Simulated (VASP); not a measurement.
# HfTa (Cmmm) in VASP: relaxation of volume and atoms at fixed shape with LDA

Aim: the relaxation of volume and atoms at fixed shape of HfTa with LDA.

All numbers are computed with VASP 6.6.1; they aren't measurements. Logs are shortened: lines on timing, memory, paths and dates and some standing lists are left out, and cuts for length are marked.

### 1 The cell of the first run

The structure is orthorhombic, space group Cmmm (No. 65). The conventional cell has a = 3.425 Å, b = 4.799 Å, c = 4.848 Å, α = 90.00°, β = 90.00°, γ = 90.00°. Hf (site symmetry mmm) has 6 Hf at 2.95 to 3.43 Å and 8 Ta at 2.97 to 3.41 Å within 3.9 Å. Within 3.9 Å of Ta (site symmetry mmm) lie 6 Ta at 2.95 to 3.43 Å and 8 Hf at 2.97 to 3.41 Å.

### 2 Relaxation of volume and atoms at fixed shape, LDA

Contents of INCAR:

```
PREC = Accurate
ENCUT = 600
EDIFF = 1E-6
ISMEAR = 0
SIGMA = 0.05
LREAL = False
LASPH = True
NELM = 100
ALGO = Normal
ISIF = 8
LWAVE = False
LCHARG = False
IBRION = 2
NSW = 60
EDIFFG = -0.01
```

Contents of KPOINTS:

```
regular mesh
0
Gamma
  7 7 4
```

Contents of POSCAR:

```
HfTa
1.0
    1.7127500000     -2.3996000000      0.0000000000
    1.7127500000      2.3996000000      0.0000000000
    0.0000000000      0.0000000000      4.8475500000
Hf Ta
1 1
Direct
    0.0000000000      0.0000000000      0.0000000000
    0.5000000000      0.5000000000      0.5000000000
```

Potentials or basis: VASP PAW LDA potentials, release 64 (Hf_pv, Ta_pv).

Command:

```console
$ cat potpaw_LDA.64/Hf_pv/POTCAR potpaw_LDA.64/Ta_pv/POTCAR > POTCAR
$ mpirun -np 1 vasp_std > vasp.out
```

OUTCAR:

```text
PREC = Accurate
   ENCUT = 600
   EDIFF = 1E-6
   ISMEAR = 0
   LREAL = False
   LASPH = True
   NELM = 100
   ISIF = 8
   IBRION = 2
   NSW = 60
   EDIFFG = -0.01

 ion  position               nearest neighbor table
   1  0.000  0.000  0.000-   2 2.97   2 2.97   2 2.97   2 2.97   2 3.41   2 3.41   2 3.41   2 3.41

   2  0.500  0.500  0.500-   1 2.97   1 2.97   1 2.97   1 2.97   1 3.41   1 3.41   1 3.41   1 3.41

  LATTYP: Found a base centered orthorhombic cell.
 ALAT       =     3.4255000000
 B/A-ratio  =     1.4010217486
 C/A-ratio  =     1.4151364764

  Lattice vectors:

 A1 = (   1.7127500000,  -2.3996000000,   0.0000000000)
 A2 = (   1.7127500000,   2.3996000000,   0.0000000000)
 A3 = (   0.0000000000,   0.0000000000,   4.8475500000)

Analysis of symmetry for initial positions (statically):
=====================================================================
 Subroutine PRICEL returns:
 Original cell was already a primitive cell.

 Routine SETGRP: Setting up the symmetry group for a
 base centered orthorhombic supercell.

 Subroutine GETGRP returns: Found  8 space group operations
 (whereof  8 operations were pure point group operations)
 out of a pool of  8 trial point group operations.

The static configuration has the point symmetry D_2h.

Analysis of symmetry for dynamics (positions and initial velocities):
=====================================================================
 Subroutine PRICEL returns:
 Original cell was already a primitive cell.

 Routine SETGRP: Setting up the symmetry group for a
 base centered orthorhombic supercell.

 Subroutine GETGRP returns: Found  8 space group operations
 (whereof  8 operations were pure point group operations)
 out of a pool of  8 trial point group operations.

The dynamic configuration has the point symmetry D_2h.

 Subroutine INISYM returns: Found  8 space group operations
 (whereof  8 operations are pure point group operations),
 and found     1 'primitive' translations

----------------------------------------------------------------------------------------

                                     Primitive cell

  volume of cell :      39.8460

  direct lattice vectors                    reciprocal lattice vectors
     1.712750000 -2.399600000  0.000000000     0.291928186 -0.208368061  0.000000000
     1.712750000  2.399600000  0.000000000     0.291928186  0.208368061  0.000000000
     0.000000000  0.000000000  4.847550000     0.000000000  0.000000000  0.206289775

  length of vectors
     2.948150729  2.948150729  4.847550000     0.358663233  0.358663233  0.206289775

  position of ions in fractional coordinates (direct lattice)
     0.000000000  0.000000000  0.000000000
     0.500000000  0.500000000  0.500000000

  ion indices of the primitive-cell ions
   primitive index   ion index
                 1           1
                 2           2

----------------------------------------------------------------------------------------

 KPOINTS: regular mesh

Automatic generation of k-mesh.
 Grid dimensions read from file:
 generate k-points for:    7    7    4

 Generating k-lattice:

  Cartesian coordinates                     Fractional coordinates (reciprocal lattice)
     0.041704027 -0.029766866  0.000000000     0.142857143  0.000000000  0.000000000
     0.041704027  0.029766866  0.000000000     0.000000000  0.142857143  0.000000000
     0.000000000  0.000000000  0.051572444     0.000000000  0.000000000  0.250000000

  Length of vectors
     0.051237605  0.051237605  0.051572444

  Shift w.r.t. Gamma in fractional coordinates (k-lattice)
     0.000000000  0.000000000  0.000000000

 Subroutine IBZKPT returns following result:
 ===========================================

 Found     48 irreducible k-points:

 Following reciprocal coordinates:
            Coordinates               Weight
  0.000000  0.000000  0.000000      1.000000
  0.142857 -0.000000  0.000000      4.000000
  0.285714  0.000000  0.000000      4.000000
  0.428571  0.000000  0.000000      4.000000
  0.142857  0.142857  0.000000      2.000000
  0.285714  0.142857  0.000000      4.000000
[... 16 lines left out ...]
  0.428571  0.142857  0.250000      8.000000
 -0.428571  0.142857  0.250000      8.000000
 [... further k-points ...]
   k-points           NKPTS =     48   k-points in BZ     NKDIM =     48   number of bands    NBANDS=     14
   number of dos      NEDOS =    301   number of ions     NIONS =      2
   total plane-waves  NPLWV =  23040
   dimension x,y,z NGX =    24 NGY =   24 NGZ =   40
   dimension x,y,z NGXF=    48 NGYF=   48 NGZF=   80
   ions per type =               1   1
   NGX,Y,Z   is equivalent  to a cutoff of  13.53, 13.53, 13.72 a.u.
   NGXF,Y,Z  is equivalent  to a cutoff of  27.07, 27.07, 27.44 a.u.
 SYSTEM =  unknown system
   PREC   = accura    normal or accurate (medium, high low for compatibility)
   ISTART =      0    job   : 0-new  1-cont  2-samecut
   ICHARG =      2    charge: 1-file 2-atom 10-const
   ISPIN  =      1    spin polarized calculation?
   LNONCOLLINEAR =      F non collinear calculations
   LSORBIT =      F    spin-orbit coupling
   LASPH  =      T    aspherical Exc in radial PAW
   ENCUT  =  600.0 eV  44.10 Ry    6.64 a.u.   5.89  5.89  9.68*2*pi/ulx,y,z
   NELM   =    100;   NELMIN=  2; NELMDL= -5     # of ELM steps
   EDIFF  = 0.1E-05   stopping-criterion for ELM
   LREAL  =      F    real-space projection
   EDIFFG = -.1E-01   stopping-criterion for IOM
   NSW    =     60    number of steps for IOM
   IBRION =      2    ionic relax: 0-MD 1-quasi-New 2-CG
   NFREE  =      1    steps in history (QN), initial steepest desc. (CG)
   ISIF   =      8    stress and relaxation
   ISYM   =      2    0-nonsym 1-usesym 2-fastsym
   POTIM  = 0.5000    time-step for ionic-motion
   TEBEG  =    0.0;   TEEND  =   0.0 temperature during run
   PSTRESS=    0.0 pullay stress
   NELECT =      21.0000    total number of electrons
   NUPDOWN=      -1.0000    fix difference up-down
   EMIN   =  10.00;   EMAX   =-10.00  energy-range for DOS
   EFERMI =   0.00;   METHOD = LEGACY
   ISMEAR =     0;   SIGMA  =   0.05  broadening in eV -4-tet -1-fermi 0-gaus
   EFERMI_NEDOS =   21; number of points for ismear=-14 and -15
   IALGO  =     38    algorithm
   IMIX   =      4    mixing-type and parameters
     AMIX     =   0.40;   BMIX     =  1.00
     AMIX_MAG =   1.60;   BMIX_MAG =  1.00
  volume/ion in A,a.u.               =      19.92       134.45
  Fermi-wavevector in a.u.,A,eV,Ry     =   1.322370  2.498916 23.791986  1.748662
  Thomas-Fermi vector in A             =   2.452056
   LORBIT       =      0    0 simple, 1 ext, 2 COOP (PROOUT), +10 PAW based schemes
   GGA     = CA    functional components
   LHFCALC =     F    Hartree Fock is set to
   AEXX    =    0.0000 exact exchange contribution
   IVDW    =     0    specifies the selected vdW correction
   LEPSILON=     F    determine dielectric tensor
   LRPA    =     F    only Hartree local field effects (RPA)
 conjugate gradient relaxation of ions
 non-spin polarized calculation
 Gauss-broadening in eV      SIGMA  =   0.05
  energy-cutoff  :      600.00
  volume of cell :       39.85
 maximum number of plane-waves:      1342
   NGX = 11   NGY = 11   NGZ = 19

--------------------------------------- Ionic step        1  -------------------------------------------

 number of electron      21.0000004 magnetization

 Free energy of the ion-electron system (eV)
  ---------------------------------------------------
  ext. energy  EPLUGINS =         0.00000000
  ---------------------------------------------------
  free energy    TOTEN  =       -23.15299203 eV

  energy without entropy =      -23.14793406  energy(sigma->0) =      -23.15046305

------------------------ aborting loop because EDIFF is reached ----------------------------------------

  FORCE on cell =-STRESS in cart. coord.  units (eV):
  Direction    XX          YY          ZZ          XY          YZ          ZX
  --------------------------------------------------------------------------------------
  -------------------------------------------------------------------------------------
  Total       -1.9088430     -2.2246208     -2.6932570      0.0000000      0.0000000      0.0000000
  in kB      -76.7530549    -89.4502295   -108.2937161      0.0000000      0.0000000      0.0000000
  external PRESSURE =     -91.4990002 kB  Pullay stress =       0.0000000 kB
[... 93 lines left out ...]
  energy  without entropy=      -23.2220025153  energy(sigma->0) =      -23.22447222

--------------------------------------- Ionic step        4  -------------------------------------------

 number of electron      20.9999996 magnetization

 Free energy of the ion-electron system (eV)
  ---------------------------------------------------
  ext. energy  EPLUGINS =         0.00000000
  ---------------------------------------------------
  free energy    TOTEN  =       -23.22697101 eV

  energy without entropy =      -23.22199419  energy(sigma->0) =      -23.22448260

 E-fermi :   5.3777     XC(G=0): -12.4593

 val. band max:        5.3562312146   @ k =   0.1429  -0.0000   0.2500
 cond. band min:       5.3796882665   @ k =   0.4286   0.1429   0.2500
 fundamental gap:      0.0234570519
 Fermi energy:         5.3776792460

 k-point     1 :       0.0000    0.0000    0.0000
  band No.  band energies     occupation
      1     -28.2436      2.00000
      2     -27.7168      2.00000
      3     -27.5263      2.00000
      4     -24.1663      2.00000
      5     -23.8152      2.00000
      6     -23.6413      2.00000
      7      -2.1786      2.00000
      8       1.3236      2.00000
      9       4.1164      2.00000
     10       6.4858      0.00000
     11       6.5456      0.00000
     12       6.5482      0.00000
     13       7.2042      0.00000
     14       9.2981      0.00000
[... 375 lines left out ...]
 k-point    24 :      -0.4286    0.1429    0.2500
  band No.  band energies     occupation
      1     -28.3559      2.00000
      2     -28.0854      2.00000
      3     -27.7552      2.00000
      4     -24.7219      2.00000
      5     -24.0981      2.00000
      6     -23.9113      2.00000
      7       1.7833      2.00000
      8       2.6211      2.00000
      9       4.4903      2.00000
     10       4.6878      2.00000
     11       5.1994      2.00000
     12       5.4113      0.34138
     13       8.0113      0.00000
     14       9.3035      0.00000

 [... further k-points ...]

------------------------ aborting loop because EDIFF is reached ----------------------------------------

  FORCE on cell =-STRESS in cart. coord.  units (eV):
  Direction    XX          YY          ZZ          XY          YZ          ZX
  --------------------------------------------------------------------------------------
  -------------------------------------------------------------------------------------
  Total        0.2134906      0.1344588     -0.3719702     -0.0000000      0.0000000      0.0000000
  in kB        9.1510296      5.7634227    -15.9440783     -0.0000000      0.0000000      0.0000000
  external PRESSURE =      -0.3432087 kB  Pullay stress =       0.0000000 kB
[... 17 lines left out ...]
  FREE ENERGIE OF THE ION-ELECTRON SYSTEM (eV)
  ---------------------------------------------------
  free  energy   TOTEN  =       -23.2269710120 eV

  energy  without entropy=      -23.2219941910  energy(sigma->0) =      -23.22448260

 reached required accuracy - stopping structural energy minimisation
```

It took 38 s on 1 thread of Intel Xeon Platinum 8488C (Sapphire Rapids), shared host; peak memory 0.18 GiB.

What came out:

| Property | Result |
| --- | --- |
| Free energy | -23.2270 eV |
| Relaxed volume | 18.69 Å³/atom |
| Relaxed cell | a = 2.886 Å, b = 2.886 Å, c = 4.745 Å, α = 90.00°, β = 90.00°, γ = 108.96° |
| Space group after relaxing (to 0.1 Å) | Cmmm (No. 65) |
| Energy gained by relaxing | 37.0 meV/atom |
| Ionic steps | 4 |
| Pressure after relaxing | 0.0 GPa |
| Band gap on the k mesh | zero (an odd number of electrons rules out a gap without spin polarisation) |

Stress tensor (GPa, compression positive):
```
 0.92  0.00  0.00
 0.00  0.58  0.00
 0.00  0.00 -1.59
```

The path:
```
step  energy change (eV)  largest force (eV/Å)  pressure (GPa)  volume (Å³)
   1              0.0000                0.0000           -9.15        39.85
   2              0.1375                0.0000           19.78        33.64
   3             -0.0739                0.0000           -0.19        37.43
   4             -0.0740                0.0000           -0.03        37.38
```

Final structure:
```
Hf Ta
1.0
     1.67664   -2.34900    0.00000
     1.67664    2.34900    0.00000
     0.00000    0.00000    4.74534
Hf Ta
1 1
Direct
  0.00000 0.00000 0.00000
  0.50000 0.50000 0.50000
```

Caveat: spin-orbit coupling is left out, which moves the levels of the heavy elements.
